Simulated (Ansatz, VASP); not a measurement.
PbI2: VASP beside Ansatz

File INCAR:

```
SYSTEM = PbI2
ALGO     = Normal         ! electronic algorithm
EDIFF    = 1E-6           ! SCF threshold, eV
ENCUT    = 500            ! plane-wave cutoff, eV
GGA      = PE             ! functional
GGA_COMPAT= .FALSE.      
ISIF     = 2              ! what is computed and relaxed
ISMEAR   = 0              ! smearing method
LASPH    = .TRUE.         ! aspherical terms in the spheres
LCHARG   = .FALSE.        ! write CHGCAR
LORBIT   = 11             ! projections on sites
LORBMOM  = .TRUE.       
LREAL    = .FALSE.        ! projectors in reciprocal space
LSORBIT  = .TRUE.         ! spin-orbit coupling
LWAVE    = .FALSE.        ! write WAVECAR
MAGMOM   = 0 0 0 0 0 0 0 0 0 ! initial moments
NBANDS   = 41             ! bands
NELM     = 200            ! most SCF steps
PREC     = Accurate       ! precision mode
SIGMA    = 0.01           ! smearing width, eV
```

KPOINTS

```
k-points
0
G
  6 6 2
  0 0 0
```

POSCAR

```
PbI2
1.0
    4.5657260523      0.0000000000      0.0000000000
   -2.2828630262      3.9540347480      0.0000000000
    0.0000000000      0.0000000000      7.0410821077
Pb I
1 2
Direct
    0.0000000000      0.0000000000      0.0000000000
    0.3333333333      0.6666666667      0.2667794128
    0.6666666667      0.3333333333      0.7332205872
```

Input for Ansatz:

```yaml
crystal:
  lattice:
    - [4.5657260523, 0.0, 0.0]
    - [-2.2828630262, 3.954034748, 0.0]
    - [0.0, 0.0, 7.0410821077]
  atoms:
    - { symbol: Pb, position: [0.0, 0.0, 0.0] }
    - { symbol: I, position: [0.3333333333, 0.6666666667, 0.2667794128] }
    - { symbol: I, position: [0.6666666667, 0.3333333333, 0.7332205872] }
kpoints:
  mp_grid: { grid: [6, 6, 2] }
hamiltonian:
  xc: pbe
scf:
  occupations: { method: fixed }
  n_extra_bands: 28
magnetization:
  noncollinear: true
  spin_orbit: true
output:
  optics: { e_range: [0, 14], de: 0.05, sigma: 0.1, bands: scf }
```

Alike in both runs: task single point; functional PBE; k mesh 6 × 6 × 2; non-collinear spin, spin-orbit coupling.

|  | VASP | Ansatz |
| --- | --- | --- |
| version | VASP 6.6.1 | Ansatz 0.2.0 |
| potentials or method | VASP PAW PBE potentials, release 64 (Pb_d, I) | plane waves, PAW |
| plane-wave cutoff (eV) | 500 | 420 |
| occupations | gaussian, width 0.01 eV | fixed |
| valence electrons in the cell | 28 | 48 |

```tsv
	VASP	Ansatz	Ansatz less VASP
net moment per atom (μB)	0.00	0.00	0.000
```

VASP's potentials hold 28 valence electrons a cell and Ansatz's 48, so a difference there can come from the potentials and not from the codes. Ansatz's warnings: optics gap not shown off mesh.

The k mesh is coarse, so the values compare programs but aren't converged.
